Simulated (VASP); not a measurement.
# Tl (Fm-3m) in VASP: further runs

The runs below take Tl through single point, with LDA.

Program: VASP 6.6.1. These are calculated values, not measurements. Logs are shortened: lines on timing, memory, paths and dates and some standing lists are left out, and cuts for length are marked.

### Step 1. The cell of the first run

It takes space group Fm-3m (No. 225, cubic). Conventional cell: a = 4.686 Å, b = 4.686 Å, c = 4.686 Å, α = 90.00°, β = 90.00°, γ = 90.00°. Within 4.4 Å of Tl (site symmetry m-3m) lie 12 Tl at 3.31 Å.

### Step 2. Single point, LDA (strain -0.050 along x and y, -0.050 along z)

INCAR reads:

```
ALGO = Normal
EDIFF = 1E-7
ENCUT = 520
GGA = CA
ISIF = 2
ISMEAR = 0
LASPH = T
LCHARG = F
LREAL = F
LWAVE = F
NBANDS = 12
NELM = 100
PREC = Accurate
SIGMA = 0.15
```

KPOINTS reads:

```
k-points
0
Gamma
  16 16 16
```

POSCAR reads:

```
Tl
1.0
    0.0000000000      2.3430241714      2.3430241714
    2.3430241714      0.0000000000      2.3430241714
    2.3430241714      2.3430241714      0.0000000000
Tl
1
Direct
    0.0000000000      0.0000000000      0.0000000000
```

Potentials or basis: VASP PAW LDA potentials, release 64 (Tl_d).

Started as:

```console
$ cat potpaw_LDA.64/Tl_d/POTCAR > POTCAR
$ mpirun -np 1 vasp_std > vasp.out
```

OUTCAR:

```text
EDIFF = 1E-7
   ENCUT = 520
   GGA = CA
   ISIF = 2
   ISMEAR = 0
   LASPH = T
   LREAL = F
   NELM = 100
   PREC = Accurate

 ion  position               nearest neighbor table
   1  0.000  0.000  0.000-

  LATTYP: Found a face centered cubic cell.
 ALAT       =     4.6860483428

  Lattice vectors:

 A1 = (   0.0000000000,   2.3430241714,   2.3430241714)
 A2 = (   2.3430241714,   0.0000000000,   2.3430241714)
 A3 = (   2.3430241714,   2.3430241714,   0.0000000000)

Analysis of symmetry for initial positions (statically):
=====================================================================
 Subroutine PRICEL returns:
 Original cell was already a primitive cell.

 Routine SETGRP: Setting up the symmetry group for a
 face centered cubic supercell.

 Subroutine GETGRP returns: Found 48 space group operations
[... 9 lines left out ...]

 Routine SETGRP: Setting up the symmetry group for a
 face centered cubic supercell.

 Subroutine GETGRP returns: Found 48 space group operations
[... 11 lines left out ...]
                                     Primitive cell

  volume of cell :      25.7253

  direct lattice vectors                    reciprocal lattice vectors
     0.000000000  2.343024171  2.343024171    -0.213399420  0.213399420  0.213399420
     2.343024171  0.000000000  2.343024171     0.213399420 -0.213399420  0.213399420
     2.343024171  2.343024171  0.000000000     0.213399420  0.213399420 -0.213399420

  length of vectors
     3.313536560  3.313536560  3.313536560     0.369618638  0.369618638  0.369618638

  position of ions in fractional coordinates (direct lattice)
     0.000000000  0.000000000  0.000000000

  ion indices of the primitive-cell ions
   primitive index   ion index
                 1           1

----------------------------------------------------------------------------------------

 KPOINTS: k-points

Automatic generation of k-mesh.
 Grid dimensions read from file:
 generate k-points for:   16   16   16

 Generating k-lattice:

  Cartesian coordinates                     Fractional coordinates (reciprocal lattice)
    -0.013337464  0.013337464  0.013337464     0.062500000  0.000000000  0.000000000
     0.013337464 -0.013337464  0.013337464     0.000000000  0.062500000  0.000000000
     0.013337464  0.013337464 -0.013337464     0.000000000  0.000000000  0.062500000

  Length of vectors
     0.023101165  0.023101165  0.023101165

  Shift w.r.t. Gamma in fractional coordinates (k-lattice)
     0.000000000  0.000000000  0.000000000

 Subroutine IBZKPT returns following result:
 ===========================================

 Found    145 irreducible k-points:

 Following reciprocal coordinates:
            Coordinates               Weight
  0.000000  0.000000  0.000000      1.000000
  0.062500  0.000000  0.000000      8.000000
  0.125000  0.000000  0.000000      8.000000
  0.187500  0.000000  0.000000      8.000000
  0.250000  0.000000  0.000000      8.000000
  0.312500  0.000000  0.000000      8.000000
[... 16 lines left out ...]
 -0.125000  0.062500  0.000000     24.000000
 -0.062500  0.062500  0.000000     12.000000
 [... further k-points ...]
   k-points           NKPTS =    145   k-points in BZ     NKDIM =    145   number of bands    NBANDS=     12
   number of dos      NEDOS =    301   number of ions     NIONS =      1
   total plane-waves  NPLWV =  21952
   dimension x,y,z NGX =    28 NGY =   28 NGZ =   28
   dimension x,y,z NGXF=    56 NGYF=   56 NGZF=   56
   ions per type =               1
   NGX,Y,Z   is equivalent  to a cutoff of  14.05, 14.05, 14.05 a.u.
   NGXF,Y,Z  is equivalent  to a cutoff of  28.10, 28.10, 28.10 a.u.
 SYSTEM =  unknown system
   PREC   = accura    normal or accurate (medium, high low for compatibility)
   ISTART =      0    job   : 0-new  1-cont  2-samecut
   ICHARG =      2    charge: 1-file 2-atom 10-const
   ISPIN  =      1    spin polarized calculation?
   LNONCOLLINEAR =      F non collinear calculations
   LSORBIT =      F    spin-orbit coupling
   LASPH  =      T    aspherical Exc in radial PAW
   ENCUT  =  520.0 eV  38.22 Ry    6.18 a.u.   6.16  6.16  6.16*2*pi/ulx,y,z
   NELM   =    100;   NELMIN=  2; NELMDL= -5     # of ELM steps
   EDIFF  = 0.1E-06   stopping-criterion for ELM
   LREAL  =      F    real-space projection
   EDIFFG = 0.1E-05   stopping-criterion for IOM
   NSW    =      0    number of steps for IOM
   IBRION =     -1    ionic relax: 0-MD 1-quasi-New 2-CG
   NFREE  =      0    steps in history (QN), initial steepest desc. (CG)
   ISIF   =      2    stress and relaxation
   ISYM   =      2    0-nonsym 1-usesym 2-fastsym
   POTIM  = 0.5000    time-step for ionic-motion
   TEBEG  =    0.0;   TEEND  =   0.0 temperature during run
   PSTRESS=    0.0 pullay stress
   NELECT =      13.0000    total number of electrons
   NUPDOWN=      -1.0000    fix difference up-down
   EMIN   =  10.00;   EMAX   =-10.00  energy-range for DOS
   EFERMI =   0.00;   METHOD = LEGACY
   ISMEAR =     0;   SIGMA  =   0.15  broadening in eV -4-tet -1-fermi 0-gaus
   EFERMI_NEDOS =   21; number of points for ismear=-14 and -15
   IALGO  =     38    algorithm
   IMIX   =      4    mixing-type and parameters
     AMIX     =   0.40;   BMIX     =  1.00
     AMIX_MAG =   1.60;   BMIX_MAG =  1.00
  volume/ion in A,a.u.               =      25.73       173.60
  Fermi-wavevector in a.u.,A,eV,Ry     =   1.303975  2.464155 23.134668  1.700350
  Thomas-Fermi vector in A             =   2.434941
   LORBIT       =      0    0 simple, 1 ext, 2 COOP (PROOUT), +10 PAW based schemes
   GGA     = CA    functional components
   LHFCALC =     F    Hartree Fock is set to
   AEXX    =    0.0000 exact exchange contribution
   IVDW    =     0    specifies the selected vdW correction
   LEPSILON=     F    determine dielectric tensor
   LRPA    =     F    only Hartree local field effects (RPA)
 non-spin polarized calculation
 Gauss-broadening in eV      SIGMA  =   0.15
  energy-cutoff  :      520.00
  volume of cell :       25.73
 maximum number of plane-waves:       702
 NGX is ok and might be reduce to    28
   NGX = 13   NGY = 13   NGZ = 13

 number of electron      12.9999998 magnetization

 Free energy of the ion-electron system (eV)
  ---------------------------------------------------
  ext. energy  EPLUGINS =         0.00000000
  ---------------------------------------------------
  free energy    TOTEN  =        -2.91496296 eV

  energy without entropy =       -2.90984293  energy(sigma->0) =       -2.91240294

 E-fermi :   7.4781     XC(G=0): -11.0385

 val. band max:        7.4270057584   @ k =  -0.3125   0.3750   0.0625
 cond. band min:       7.4961132700   @ k =   0.3750   0.0625   0.0000
 fundamental gap:      0.0691075116
 Fermi energy:         7.4781342135

 k-point     1 :       0.0000    0.0000    0.0000
  band No.  band energies     occupation
      1      -4.2524      2.00000
      2      -4.2524      2.00000
      3      -4.2524      2.00000
      4      -3.8847      2.00000
      5      -3.8847      2.00000
      6      -3.3589      2.00000
      7      18.5800      0.00000
      8      18.6104      0.00000
      9      18.6104      0.00000
     10      18.6104      0.00000
     11      23.1891      0.00000
     12      23.6791      0.00000

 k-point     2 :       0.0625    0.0000    0.0000
  band No.  band energies     occupation
      1      -4.2579      2.00000
      2      -4.2386      2.00000
      3      -4.2386      2.00000
      4      -3.8873      2.00000
      5      -3.8873      2.00000
      6      -3.2661      2.00000
      7      17.4786      0.00000
      8      18.5260      0.00000
      9      18.5260      0.00000
     10      18.6113      0.00000
     11      23.2474      0.00000
     12      23.7699      0.00000

 k-point     3 :       0.1250    0.0000    0.0000
  band No.  band energies     occupation
      1      -4.2824      2.00000
      2      -4.2043      2.00000
      3      -4.2043      2.00000
      4      -3.8889      2.00000
      5      -3.8889      2.00000
      6      -2.9777      2.00000
      7      15.3549      0.00000
      8      18.2860      0.00000
      9      18.2860      0.00000
     10      18.6724      0.00000
     11      22.8054      0.00000
     12      23.7807      0.00000

 k-point     4 :       0.1875    0.0000    0.0000
  band No.  band energies     occupation
      1      -4.3316      2.00000
      2      -4.1725      2.00000
      3      -4.1725      2.00000
      4      -3.8699      2.00000
      5      -3.8699      2.00000
      6      -2.4825      2.00000
      7      13.0830      0.00000
      8      17.9255      0.00000
      9      17.9255      0.00000
     10      18.7006      0.00000
     11      22.2093      0.00000
     12      23.3252      0.00000

 k-point     5 :       0.2500    0.0000    0.0000
  band No.  band energies     occupation
      1      -4.3976      2.00000
      2      -4.1678      2.00000
      3      -4.1678      2.00000
      4      -3.8121      2.00000
      5      -3.8121      2.00000
      6      -1.7820      2.00000
      7      10.8574      0.00000
      8      17.4943      0.00000
      9      17.4943      0.00000
     10      18.6269      0.00000
     11      21.7489      0.00000
     12      22.8164      0.00000
[... 228 lines left out ...]
      1      -4.4027      2.00000
      2      -4.1743      2.00000
      3      -4.1543      2.00000
      4      -3.8422      2.00000
      5      -3.7596      2.00000
      6      -1.4145      2.00000
      7      10.1983      0.00000
      8      15.7288      0.00000
      9      18.0781      0.00000
     10      18.9581      0.00000
     11      21.2142      0.00000
     12      22.2075      0.00000

 k-point    22 :      -0.1875    0.0625    0.0000
  band No.  band energies     occupation
      1      -4.3403      2.00000
      2      -4.1672      2.00000
      3      -4.1509      2.00000
      4      -3.9084      2.00000
      5      -3.8259      2.00000
      6      -2.1804      2.00000
      7      12.3760      0.00000
      8      16.0820      0.00000
      9      18.6524      0.00000
     10      19.2289      0.00000
     11      21.3612      0.00000
     12      22.5299      0.00000

 k-point    23 :      -0.1250    0.0625    0.0000
  band No.  band energies     occupation
      1      -4.2931      2.00000
      2      -4.1840      2.00000
      3      -4.1822      2.00000
      4      -3.9226      2.00000
      5      -3.8626      2.00000
      6      -2.7463      2.00000
      7      14.6143      0.00000
      8      16.5310      0.00000
      9      18.9416      0.00000
     10      19.1652      0.00000
     11      21.9274      0.00000
     12      23.1182      0.00000

 k-point    24 :      -0.0625    0.0625    0.0000
  band No.  band energies     occupation
      1      -4.2690      2.00000
      2      -4.2209      2.00000
      3      -4.2127      2.00000
      4      -3.9067      2.00000
      5      -3.8764      2.00000
      6      -3.1069      2.00000
      7      16.6350      0.00000
      8      17.2094      0.00000
      9      18.8674      0.00000
     10      18.8969      0.00000
     11      22.7198      0.00000
     12      23.6999      0.00000

 [... further k-points ...]

------------------------ aborting loop because EDIFF is reached ----------------------------------------

  FORCE on cell =-STRESS in cart. coord.  units (eV):
  Direction    XX          YY          ZZ          XY          YZ          ZX
  --------------------------------------------------------------------------------------
  -------------------------------------------------------------------------------------
  Total        0.4135122      0.4135122      0.4135122      0.0000000     -0.0000000      0.0000000
  in kB       25.7536376     25.7536376     25.7536376      0.0000000     -0.0000000      0.0000000
  external PRESSURE =      25.7536376 kB  Pullay stress =       0.0000000 kB

 VOLUME and BASIS-vectors are now :
 -----------------------------------------------------------------------------
  energy-cutoff  :      520.00
  volume of cell :       25.73
      direct lattice vectors                 reciprocal lattice vectors
     0.000000000  2.343024171  2.343024171    -0.213399420  0.213399420  0.213399420
     2.343024171  0.000000000  2.343024171     0.213399420 -0.213399420  0.213399420
     2.343024171  2.343024171  0.000000000     0.213399420  0.213399420 -0.213399420

 POSITION                                       TOTAL-FORCE (eV/Angst)
 -----------------------------------------------------------------------------------
      0.00000      0.00000      0.00000         0.000000      0.000000      0.000000
 -----------------------------------------------------------------------------------
    total drift:                               -0.000000     -0.000000     -0.000000

  FREE ENERGIE OF THE ION-ELECTRON SYSTEM (eV)
  ---------------------------------------------------
  free  energy   TOTEN  =        -2.9149629607 eV

  energy  without entropy=       -2.9098429273  energy(sigma->0) =       -2.91240294
```

Wall time 38 s (1 thread of AMD EPYC 7R43 (Zen 3), shared host); peak memory 0.14 GiB.

What came out:

```
Free energy : -2.9150 eV
Pressure    : 2.6 GPa
```

Caveat: the cell differs from its parent crystal (strain -0.050 along x and y, -0.050 along z); spin-orbit coupling is left out, which moves the levels of the heavy elements.

(Part 1 of 2 ends here.)
